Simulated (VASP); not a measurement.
# HfH2 (I4/mmm) in VASP: single point with PBEsol

Aim: the single point of HfH2 with PBEsol.

All numbers are computed with VASP 6.6.1; they aren't measurements. Logs are shortened: lines on timing, memory, paths and dates and some standing lists are left out, and cuts for length are marked.

### Step 1. The cell of the first run

Symmetry: I4/mmm, No. 139, tetragonal system. The conventional cell has a = 3.478 Å, b = 3.478 Å, c = 4.361 Å, α = 90.00°, β = 90.00°, γ = 90.00°. Hf (site symmetry 4/mmm) has 8 H at 2.05 Å within 2.7 Å. Within 2.7 Å of H (site symmetry -4m2) lie 4 Hf at 2.05 Å and 6 H at 2.18 to 2.46 Å.

### Step 2. Single point, PBEsol

Contents of INCAR:

```
ALGO = Normal
EDIFF = 1E-7
ENCUT = 520
GGA = PS
ISIF = 2
ISMEAR = 0
LASPH = T
LCHARG = F
LREAL = F
LWAVE = F
NBANDS = 13
NELM = 60
PREC = Accurate
SIGMA = 0.15
```

Contents of KPOINTS:

```
k-points
0
Gamma
  20 20 20
```

Contents of POSCAR:

```
HfH2
1.0
   -1.7390000000      1.7390000000      2.1805000000
    1.7390000000     -1.7390000000      2.1805000000
    1.7390000000      1.7390000000     -2.1805000000
Hf H
1 2
Direct
    0.0000000000      0.0000000000      0.0000000000
    0.7500000000      0.2500000000      0.5000000000
    0.2500000000      0.7500000000      0.5000000000
```

Potentials or basis: VASP PAW PBE potentials, release 64 (Hf_pv, H).

Started as:

```console
cat potpaw_PBE.64/Hf_pv/POTCAR potpaw_PBE.64/H/POTCAR > POTCAR
mpirun -np 1 vasp_std > vasp.out
```

OUTCAR:

```text
EDIFF = 1E-7
   ENCUT = 520
   GGA = PS
   ISIF = 2
   ISMEAR = 0
   LASPH = T
   LREAL = F
   NELM = 60
   PREC = Accurate

 ion  position               nearest neighbor table
   1  0.000  0.000  0.000-   2 2.05   3 2.05   2 2.05   3 2.05   2 2.05   3 2.05   2 2.05   3 2.05

   2  0.750  0.250  0.500-   1 2.05   1 2.05   1 2.05   1 2.05
   3  0.250  0.750  0.500-   1 2.05   1 2.05   1 2.05   1 2.05

  LATTYP: Found a body centered tetragonal cell.
 ALAT       =     3.4780000000
 C/A-ratio  =     1.2538815411

  Lattice vectors:

 A1 = (  -1.7390000000,   1.7390000000,   2.1805000000)
 A2 = (   1.7390000000,  -1.7390000000,   2.1805000000)
 A3 = (   1.7390000000,   1.7390000000,  -2.1805000000)

Analysis of symmetry for initial positions (statically):
=====================================================================
 Subroutine PRICEL returns:
 Original cell was already a primitive cell.

 Routine SETGRP: Setting up the symmetry group for a
 body centered tetragonal supercell.

 Subroutine GETGRP returns: Found 16 space group operations
 (whereof 16 operations were pure point group operations)
 out of a pool of 16 trial point group operations.

The static configuration has the point symmetry D_4h.

Analysis of symmetry for dynamics (positions and initial velocities):
=====================================================================
 Subroutine PRICEL returns:
 Original cell was already a primitive cell.

 Routine SETGRP: Setting up the symmetry group for a
 body centered tetragonal supercell.

 Subroutine GETGRP returns: Found 16 space group operations
 (whereof 16 operations were pure point group operations)
 out of a pool of 16 trial point group operations.

The dynamic configuration has the point symmetry D_4h.

 Subroutine INISYM returns: Found 16 space group operations
 (whereof 16 operations are pure point group operations),
 and found     1 'primitive' translations

----------------------------------------------------------------------------------------

                                     Primitive cell

  volume of cell :      26.3764

  direct lattice vectors                    reciprocal lattice vectors
    -1.739000000  1.739000000  2.180500000     0.000000000  0.287521564  0.229305205
     1.739000000 -1.739000000  2.180500000     0.287521564  0.000000000  0.229305205
     1.739000000  1.739000000 -2.180500000     0.287521564  0.287521564  0.000000000

  length of vectors
     3.286764709  3.286764709  3.286764709     0.367762868  0.367762868  0.406616895

  position of ions in fractional coordinates (direct lattice)
     0.000000000  0.000000000  0.000000000
     0.750000000  0.250000000  0.500000000
     0.250000000  0.750000000  0.500000000

  ion indices of the primitive-cell ions
   primitive index   ion index
                 1           1
                 2           2
                 3           3

----------------------------------------------------------------------------------------

 KPOINTS: k-points

Automatic generation of k-mesh.
 Grid dimensions read from file:
 generate k-points for:   20   20   20

 Generating k-lattice:

  Cartesian coordinates                     Fractional coordinates (reciprocal lattice)
     0.000000000  0.014376078  0.011465260     0.050000000  0.000000000  0.000000000
     0.014376078  0.000000000  0.011465260     0.000000000  0.050000000  0.000000000
     0.014376078  0.014376078  0.000000000     0.000000000  0.000000000  0.050000000

  Length of vectors
     0.018388143  0.018388143  0.020330845

  Shift w.r.t. Gamma in fractional coordinates (k-lattice)
     0.000000000  0.000000000  0.000000000

 Subroutine IBZKPT returns following result:
 ===========================================

 Found    641 irreducible k-points:

 Following reciprocal coordinates:
            Coordinates               Weight
  0.000000  0.000000  0.000000      1.000000
  0.050000  0.000000  0.000000      8.000000
  0.100000 -0.000000  0.000000      8.000000
  0.150000 -0.000000  0.000000      8.000000
  0.200000 -0.000000  0.000000      8.000000
  0.250000  0.000000  0.000000      8.000000
[... 16 lines left out ...]
 -0.400000  0.050000  0.000000     16.000000
 -0.350000  0.050000  0.000000     16.000000
 [... further k-points ...]
   k-points           NKPTS =    641   k-points in BZ     NKDIM =    641   number of bands    NBANDS=     13
   number of dos      NEDOS =    301   number of ions     NIONS =      3
   total plane-waves  NPLWV =  13824
   dimension x,y,z NGX =    24 NGY =   24 NGZ =   24
   dimension x,y,z NGXF=    48 NGYF=   48 NGZF=   48
   ions per type =               1   2
   NGX,Y,Z   is equivalent  to a cutoff of  12.14, 12.14, 12.14 a.u.
   NGXF,Y,Z  is equivalent  to a cutoff of  24.28, 24.28, 24.28 a.u.
 SYSTEM =  unknown system
   PREC   = accura    normal or accurate (medium, high low for compatibility)
   ISTART =      0    job   : 0-new  1-cont  2-samecut
   ICHARG =      2    charge: 1-file 2-atom 10-const
   ISPIN  =      1    spin polarized calculation?
   LNONCOLLINEAR =      F non collinear calculations
   LSORBIT =      F    spin-orbit coupling
   LASPH  =      T    aspherical Exc in radial PAW
   ENCUT  =  520.0 eV  38.22 Ry    6.18 a.u.   6.11  6.11  6.11*2*pi/ulx,y,z
   NELM   =     60;   NELMIN=  2; NELMDL= -5     # of ELM steps
   EDIFF  = 0.1E-06   stopping-criterion for ELM
   LREAL  =      F    real-space projection
   EDIFFG = 0.1E-05   stopping-criterion for IOM
   NSW    =      0    number of steps for IOM
   IBRION =     -1    ionic relax: 0-MD 1-quasi-New 2-CG
   NFREE  =      0    steps in history (QN), initial steepest desc. (CG)
   ISIF   =      2    stress and relaxation
   ISYM   =      2    0-nonsym 1-usesym 2-fastsym
   POTIM  = 0.5000    time-step for ionic-motion
   TEBEG  =    0.0;   TEEND  =   0.0 temperature during run
   PSTRESS=    0.0 pullay stress
   NELECT =      12.0000    total number of electrons
   NUPDOWN=      -1.0000    fix difference up-down
   EMIN   =  10.00;   EMAX   =-10.00  energy-range for DOS
   EFERMI =   0.00;   METHOD = LEGACY
   ISMEAR =     0;   SIGMA  =   0.15  broadening in eV -4-tet -1-fermi 0-gaus
   EFERMI_NEDOS =   21; number of points for ismear=-14 and -15
   IALGO  =     38    algorithm
   IMIX   =      4    mixing-type and parameters
     AMIX     =   0.40;   BMIX     =  1.00
     AMIX_MAG =   1.60;   BMIX_MAG =  1.00
  volume/ion in A,a.u.               =       8.79        59.33
  Fermi-wavevector in a.u.,A,eV,Ry     =   1.259109  2.379372 21.570088  1.585357
  Thomas-Fermi vector in A             =   2.392686
   LORBIT       =      0    0 simple, 1 ext, 2 COOP (PROOUT), +10 PAW based schemes
   GGA     = PS    functional components
   LHFCALC =     F    Hartree Fock is set to
   AEXX    =    0.0000 exact exchange contribution
   IVDW    =     0    specifies the selected vdW correction
   LEPSILON=     F    determine dielectric tensor
   LRPA    =     F    only Hartree local field effects (RPA)
 non-spin polarized calculation
 Gauss-broadening in eV      SIGMA  =   0.15
  energy-cutoff  :      520.00
  volume of cell :       26.38
 maximum number of plane-waves:       742
   NGX = 13   NGY = 13   NGZ = 13

 number of electron      12.0000000 magnetization

 Free energy of the ion-electron system (eV)
  ---------------------------------------------------
  ext. energy  EPLUGINS =         0.00000000
  ---------------------------------------------------
  free energy    TOTEN  =       -18.77251465 eV

  energy without entropy =      -18.76651180  energy(sigma->0) =      -18.76951322

 E-fermi :   5.2280     XC(G=0): -11.5306

 val. band max:        5.2208325284   @ k =  -0.2500  -0.3000   0.2500
 cond. band min:       5.2298308743   @ k =  -0.2000   0.1000   0.0500
 fundamental gap:      0.0089983459
 Fermi energy:         5.2279703938

 k-point     1 :       0.0000    0.0000    0.0000
  band No.  band energies     occupation
      1     -25.7034      2.00000
      2     -25.7034      2.00000
      3     -25.6460      2.00000
      4      -6.0353      2.00000
      5       3.9788      2.00000
      6       4.7468      1.99999
      7       4.7468      1.99999
      8       5.5315      0.00421
      9       7.0749      0.00000
     10       8.4123      0.00000
     11      16.6107      0.00000
     12      17.0542      0.00000
     13      17.0542      0.00000

 k-point     2 :       0.0500    0.0000    0.0000
  band No.  band energies     occupation
      1     -25.7133      2.00000
      2     -25.7063      2.00000
      3     -25.6517      2.00000
      4      -5.9658      2.00000
      5       3.3693      2.00000
      6       4.7797      1.99998
      7       5.0933      1.79582
      8       5.9124      0.00000
      9       7.0515      0.00000
     10       8.3603      0.00000
     11      16.0032      0.00000
     12      17.2032      0.00000
     13      17.5638      0.00000

 k-point     3 :       0.1000   -0.0000    0.0000
  band No.  band energies     occupation
      1     -25.7481      2.00000
      2     -25.7145      2.00000
      3     -25.6619      2.00000
      4      -5.7618      2.00000
      5       2.5291      2.00000
      6       4.8628      1.99943
      7       5.3133      0.42090
      8       6.8649      0.00000
      9       7.0072      0.00000
     10       8.2334      0.00000
     11      15.1808      0.00000
     12      17.6366      0.00000
     13      17.6649      0.00000
[... 305 lines left out ...]
 k-point    23 :      -0.4000    0.0500    0.0000
  band No.  band energies     occupation
      1     -26.1769      2.00000
      2     -25.8064      2.00000
      3     -25.7027      2.00000
      4      -3.3999      2.00000
      5      -0.0292      2.00000
      6       4.5037      2.00000
      7       5.7939      0.00000
      8       8.5166      0.00000
      9       9.0766      0.00000
     10      10.3468      0.00000
     11      12.5007      0.00000
     12      15.4482      0.00000
     13      17.6842      0.00000

 k-point    24 :      -0.3500    0.0500    0.0000
  band No.  band energies     occupation
      1     -26.1113      2.00000
      2     -25.7911      2.00000
      3     -25.6989      2.00000
      4      -3.7450      2.00000
      5       0.0642      2.00000
      6       4.6480      2.00000
      7       5.8466      0.00000
      8       8.0190      0.00000
      9       8.5845      0.00000
     10      10.5040      0.00000
     11      13.4872      0.00000
     12      14.7012      0.00000
     13      17.6852      0.00000

 [... further k-points ...]

------------------------ aborting loop because EDIFF is reached ----------------------------------------

  FORCE on cell =-STRESS in cart. coord.  units (eV):
  Direction    XX          YY          ZZ          XY          YZ          ZX
  --------------------------------------------------------------------------------------
  -------------------------------------------------------------------------------------
  Total       -0.8921399     -0.8921399     -1.0558432      0.0000000     -0.0000000      0.0000000
  in kB      -54.1911430    -54.1911430    -64.1349504      0.0000000     -0.0000000      0.0000000
  external PRESSURE =     -57.5057455 kB  Pullay stress =       0.0000000 kB

 VOLUME and BASIS-vectors are now :
 -----------------------------------------------------------------------------
  energy-cutoff  :      520.00
  volume of cell :       26.38
      direct lattice vectors                 reciprocal lattice vectors
    -1.739000000  1.739000000  2.180500000     0.000000000  0.287521564  0.229305205
     1.739000000 -1.739000000  2.180500000     0.287521564  0.000000000  0.229305205
     1.739000000  1.739000000 -2.180500000     0.287521564  0.287521564  0.000000000

 POSITION                                       TOTAL-FORCE (eV/Angst)
 -----------------------------------------------------------------------------------
      0.00000      0.00000      0.00000        -0.000000      0.000000     -0.000000
     -0.00000      1.73900      1.09025        -0.000000      0.000000     -0.000000
      1.73900     -0.00000      1.09025         0.000000     -0.000000      0.000000
 -----------------------------------------------------------------------------------
    total drift:                                0.000000      0.000000      0.000000

  FREE ENERGIE OF THE ION-ELECTRON SYSTEM (eV)
  ---------------------------------------------------
  free  energy   TOTEN  =       -18.7725146502 eV

  energy  without entropy=      -18.7665117968  energy(sigma->0) =      -18.76951322
```

Wall time 88 s (1 thread of Intel Xeon Platinum 8375C at 2.90GHz (Ice Lake), shared host); peak memory 0.33 GiB.

Results:

| Item | Value |
| --- | --- |
| Free energy | -18.7725 eV |
| Pressure | -5.8 GPa |
| Band gap on the k mesh | zero (band 6 reaches 5.80 eV, above the bottom of band 7 at 4.75 eV) |

Stress tensor (GPa, compression positive):
```
-5.42  0.00  0.00
 0.00 -5.42  0.00
 0.00  0.00 -6.41
```

Levels at points of the mesh, in eV from the Fermi level:
```
           k point  band 4  band 5  band 6  band 7  band 8  band 9
(0.00, 0.00, 0.00)  -11.26   -1.25   -0.48   -0.48    0.30    1.85
(0.50, 0.00, 0.00)   -8.37   -5.18   -0.82    0.55    3.78    4.56
(0.50, 0.50, 0.00)   -6.60   -5.73   -4.14    3.92    4.14    5.25
(0.50, 0.50, 0.50)   -7.66   -4.33   -3.82    4.56    4.67    4.67
```

Caveat: the PAW data sets were made with another functional, which shifts forces and pressure a little; spin-orbit coupling is left out, which moves the levels of the heavy elements.
